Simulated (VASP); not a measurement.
# Al2Pt in VASP: further runs, part 2 of 2

VASP 6.6.1. The steps go on from the part before.

**4. Single point, LDA (equal xy, yz and zx shear strains of -2 %)**

INCAR

```
ALGO = Normal
EDIFF = 1E-7
ENCUT = 520
ISIF = 2
ISMEAR = -1
LASPH = True
LCHARG = False
LREAL = False
LWAVE = False
NBANDS = 15
NELM = 60
PREC = Accurate
SIGMA = 0.08
```

KPOINTS

```
k-points
0
Gamma
  12 12 12
```

POSCAR

```
Al2Pt
1.0
   -0.0591000000      2.9254500000      2.9254500000
    2.9254500000     -0.0591000000      2.9254500000
    2.9254500000      2.9254500000     -0.0591000000
Al Pt
2 1
Direct
    0.2500000000      0.2500000000      0.2500000000
    0.7500000000      0.7500000000      0.7500000000
    0.0000000000      0.0000000000      0.0000000000
```

On the command line:

```
> cat potpaw_LDA.64/Al/POTCAR potpaw_LDA.64/Pt/POTCAR > POTCAR
> mpirun -np 1 vasp_std > vasp.out
```

It took 75 s on 1 thread of Intel Xeon 6975P-C, shared host; peak memory 0.27 GiB.

It converged, with:

```yaml
Free_energy: -18.5771 eV
Pressure: -3.4 GPa
Largest_force: 0.269 eV/Å
Band_gap_on_the_k_mesh: zero (band 8 reaches 11.41 eV, above the bottom of band 9 at 6.26 eV)
```

Forces on the atoms (eV/Å):
```
Al   0.155  0.155  0.155
Al  -0.155 -0.155 -0.155
Pt   0.000  0.000  0.000
```

Stress tensor (GPa, compression positive):
```
-3.42  1.86  1.86
 1.86 -3.42  1.86
 1.86  1.86 -3.42
```

Levels at points of the mesh, in eV from the Fermi level:
| k point | band 6 | band 7 | band 8 | band 9 | band 10 | band 11 |
| --- | --- | --- | --- | --- | --- | --- |
| (0.00, 0.00, 0.00) | -3.73 | 2.73 | 3.68 | 3.68 | 4.16 | 5.27 |
| (0.50, 0.00, 0.00) | -3.53 | -3.51 | 1.00 | 1.13 | 3.76 | 5.02 |
| (0.50, 0.50, 0.00) | -3.45 | -3.24 | -1.74 | -1.46 | 2.99 | 3.43 |
| (0.50, 0.50, 0.50) | -3.51 | -3.51 | 0.82 | 0.82 | 3.49 | 4.96 |

Caveat: the cell differs from its parent crystal (equal xy, yz and zx shear strains of -2 %); spin-orbit coupling is left out, which moves the levels of the heavy elements.

**5. Single point, LDA (equal xy, yz and zx shear strains of -1 %)**

INCAR

```
PREC = Accurate
ENCUT = 520
EDIFF = 1E-7
ISMEAR = -1
SIGMA = 0.08
LREAL = False
LASPH = True
NELM = 100
ALGO = Normal
ISIF = 2
LWAVE = False
LCHARG = False
GGA = CA
NBANDS = 15
```

KPOINTS

```
Automatic mesh
0
Gamma
  12 12 12
```

POSCAR

```
Al2Pt
1.0
   -0.0295500000      2.9402250000      2.9402250000
    2.9402250000     -0.0295500000      2.9402250000
    2.9402250000      2.9402250000     -0.0295500000
Al Pt
2 1
Direct
    0.2500000000      0.2500000000      0.2500000000
    0.7500000000      0.7500000000      0.7500000000
    0.0000000000      0.0000000000      0.0000000000
```

Potentials or basis: VASP PAW LDA potentials, release 64 (Al, Pt).

On the command line:

```
> cat potpaw_LDA.64/Al/POTCAR potpaw_LDA.64/Pt/POTCAR > POTCAR
> mpirun -np 1 vasp_std > vasp.out
```

OUTCAR:

```text
PREC = Accurate
   ENCUT = 520
   EDIFF = 1E-7
   ISMEAR = -1
   LREAL = False
   LASPH = True
   NELM = 100
   ISIF = 2
   GGA = CA

 ion  position               nearest neighbor table
   1  0.250  0.250  0.250-   3 2.53   3 2.57   3 2.57   3 2.57   2 2.96   2 2.96   2 2.96   2 2.96
                             2 2.96   2 2.96
   2  0.750  0.750  0.750-   3 2.53   3 2.57   3 2.57   3 2.57   1 2.96   1 2.96   1 2.96   1 2.96
                             1 2.96   1 2.96
   3  0.000  0.000  0.000-   1 2.53   2 2.53   2 2.57   2 2.57   2 2.57   1 2.57   1 2.57   1 2.57

  LATTYP: Found a trigonal (rhomboedric) cell.
 ALAT       =     4.1582110701
[... 621 lines left out ...]

 [... further k-points ...]
[... 5 lines left out ...]
  --------------------------------------------------------------------------------------
  -------------------------------------------------------------------------------------
  Total       -1.1416756     -1.1416756     -1.1416756      0.2867504      0.2867504      0.2867504
  in kB      -35.4473319    -35.4473319    -35.4473319      8.9031727      8.9031727      8.9031727
  external PRESSURE =     -35.4473319 kB  Pullay stress =       0.0000000 kB

 VOLUME and BASIS-vectors are now :
 -----------------------------------------------------------------------------
  energy-cutoff  :      520.00
  volume of cell :       51.60
      direct lattice vectors                 reciprocal lattice vectors
    -0.029550000  2.940225000  2.940225000    -0.167512605  0.169213241  0.169213241
     2.940225000 -0.029550000  2.940225000     0.169213241 -0.167512605  0.169213241
     2.940225000  2.940225000 -0.029550000     0.169213241  0.169213241 -0.167512605

 POSITION                                       TOTAL-FORCE (eV/Angst)
 -----------------------------------------------------------------------------------
      1.46272      1.46272      1.46272         0.075021      0.075021      0.075021
      4.38818      4.38818      4.38817        -0.075021     -0.075021     -0.075021
      0.00000      0.00000      0.00000        -0.000000      0.000000      0.000000
 -----------------------------------------------------------------------------------
    total drift:                                0.000000     -0.000000      0.000000

  FREE ENERGIE OF THE ION-ELECTRON SYSTEM (eV)
  ---------------------------------------------------
  free  energy   TOTEN  =       -18.5901377925 eV

  energy  without entropy=      -18.5646509871  energy(sigma->0) =      -18.57739439
```

OSZICAR:

```text
N       E                     dE             d eps       ncg     rms          rms(c)
DAV:   1     0.460399816721E+02    0.46040E+02   -0.66133E+03  5742   0.906E+02
DAV:   2    -0.177145835288E+02   -0.63755E+02   -0.56214E+02  7023   0.166E+02
DAV:   3    -0.192184485303E+02   -0.15039E+01   -0.14941E+01  7189   0.243E+01
DAV:   4    -0.192290658164E+02   -0.10617E-01   -0.10616E-01  6769   0.242E+00
DAV:   5    -0.192292206407E+02   -0.15482E-03   -0.15482E-03  7394   0.297E-01    0.860E+00
DAV:   6    -0.187300270246E+02    0.49919E+00   -0.18232E+00  6580   0.121E+01    0.223E+00
DAV:   7    -0.186311414463E+02    0.98886E-01   -0.14001E-01  6503   0.350E+00    0.165E+00
DAV:   8    -0.185903857338E+02    0.40756E-01   -0.37958E-02  6974   0.149E+00    0.262E-01
DAV:   9    -0.185901425746E+02    0.24316E-03   -0.14950E-03  7190   0.301E-01    0.165E-01
DAV:  10    -0.185901418289E+02    0.74568E-06   -0.15791E-04  7232   0.103E-01    0.182E-02
DAV:  11    -0.185901377678E+02    0.40612E-05   -0.14182E-05  7035   0.353E-02    0.758E-03
DAV:  12    -0.185901377925E+02   -0.24685E-07   -0.76625E-07  6952   0.576E-03
   1 F= -.18590138E+02 E0= -.18577394E+02  d E =-.254868E-01
```

It took 73 s on 1 thread of Intel Xeon 6975P-C, shared host; peak memory 0.27 GiB.

Results:

```yaml
Free_energy: -18.5901 eV
Pressure: -3.5 GPa
Largest_force: 0.130 eV/Å
Band_gap_on_the_k_mesh: zero (band 8 reaches 11.47 eV, above the bottom of band 9 at 6.19 eV)
```

Forces in eV/Å, atoms in the order of the input:
```
Al   0.075  0.075  0.075
Al  -0.075 -0.075 -0.075
Pt   0.000  0.000  0.000
```

Levels at points of the mesh, in eV from the Fermi level:
| k point | band 5 | band 6 | band 7 | band 8 | band 9 | band 10 | band 11 | band 12 |
| --- | --- | --- | --- | --- | --- | --- | --- | --- |
| (0.00, 0.00, 0.00) | -3.73 | -3.73 | 2.78 | 3.74 | 3.74 | 3.96 | 5.33 | 5.33 |
| (0.50, 0.00, 0.00) | -3.74 | -3.52 | -3.51 | 1.00 | 1.06 | 3.72 | 5.09 | 5.17 |
| (0.50, 0.50, 0.00) | -3.81 | -3.45 | -3.24 | -1.68 | -1.54 | 3.05 | 3.37 | 8.08 |
| (0.50, 0.50, 0.50) | -3.82 | -3.51 | -3.51 | 0.91 | 0.91 | 3.59 | 5.05 | 5.05 |

Caveat: the cell differs from its parent crystal (equal xy, yz and zx shear strains of -1 %); spin-orbit coupling is left out, which moves the levels of the heavy elements.

**6. Single point, LDA (equal xy, yz and zx shear strains of +1 %)**

INCAR

```
PREC = Accurate
ENCUT = 520
EDIFF = 1E-6
ISMEAR = -1
SIGMA = 0.08
LREAL = False
LASPH = True
NELM = 60
ALGO = Normal
ISIF = 2
LWAVE = False
LCHARG = True
GGA = CA
LELF = True
LVHAR = True
NBANDS = 15
```

KPOINTS

```
regular mesh
0
Gamma
  12 12 12
```

POSCAR

```
Al2Pt
1.0
    0.0295500000      2.9697750000      2.9697750000
    2.9697750000      0.0295500000      2.9697750000
    2.9697750000      2.9697750000      0.0295500000
Al Pt
2 1
Direct
    0.2500000000      0.2500000000      0.2500000000
    0.7500000000      0.7500000000      0.7500000000
    0.0000000000      0.0000000000      0.0000000000
```

Potentials or basis: VASP PAW LDA potentials, release 64 (Al, Pt).

On the command line:

```
> cat potpaw_LDA.64/Al/POTCAR potpaw_LDA.64/Pt/POTCAR > POTCAR
> mpirun -np 1 vasp_std > vasp.out
```

Run time: 82 s. Hardware: 1 thread of Intel Xeon 6975P-C, shared host; peak memory 0.27 GiB.

Results (log left out):

```yaml
Free_energy: -18.5904 eV
Pressure: -3.5 GPa
Largest_force: 0.122 eV/Å
Band_gap_on_the_k_mesh: zero (band 8 reaches 11.43 eV, above the bottom of band 9 at 6.19 eV)
```

Forces on the atoms (eV/Å):
```
Al  -0.070 -0.070 -0.070
Al   0.070  0.070  0.070
Pt   0.000  0.000  0.000
```

Stress tensor (GPa, compression positive):
```
-3.55 -0.81 -0.81
-0.81 -3.55 -0.81
-0.81 -0.81 -3.55
```

Levels at points of the mesh, in eV from the Fermi level:
```csv
k point,band 4,band 5,band 6,band 7,band 8,band 9,band 10,band 11,band 12,band 13
"(0.00, 0.00, 0.00)",-5.10,-3.73,-3.73,2.77,3.70,3.87,3.87,5.26,5.43,5.43
"(0.50, 0.00, 0.00)",-4.75,-3.78,-3.52,-3.51,0.94,1.00,3.65,5.04,5.10,5.32
"(0.50, 0.50, 0.00)",-3.86,-3.81,-3.45,-3.24,-1.67,-1.54,3.05,3.37,8.08,10.62
"(0.50, 0.50, 0.50)",-4.79,-3.70,-3.52,-3.52,1.09,1.09,3.78,5.22,5.22,5.38
```

Caveat: the cell differs from its parent crystal (equal xy, yz and zx shear strains of +1 %); spin-orbit coupling is left out, which moves the levels of the heavy elements.

**7. Overview**

| cell | gap on the mesh (eV) | pressure (GPa) | largest force (eV/Å) |
| --- | --- | --- | --- |
| a = 4.200, b = 4.200, c = 4.221 Å, angles 59.8, 59.8, 60.3°, 3 atoms | none | -6.0 | - |
| a = 4.221, b = 4.221, c = 4.263 Å, angles 59.7, 59.7, 60.7°, 3 atoms | none | -8.3 | - |
| a = 4.138 Å, angles 61.3°, 3 atoms | none | -3.4 | 0.27 |
| a = 4.158 Å, angles 60.7°, 3 atoms | none | -3.5 | 0.13 |
| a = 4.200 Å, angles 59.3°, 3 atoms | none | -3.5 | 0.12 |

Alike in all rows: task single point; level LDA; potentials or basis VASP PAW LDA potentials, release 64 (Al, Pt); no spin polarisation; k mesh 12 × 12 × 12; cutoff (eV) 520; smearing fermi-dirac 0.08 eV.

Caveats: spin-orbit coupling is left out, which moves the levels of the heavy elements.

Absolute energies hang on the potentials; compare differences alone.
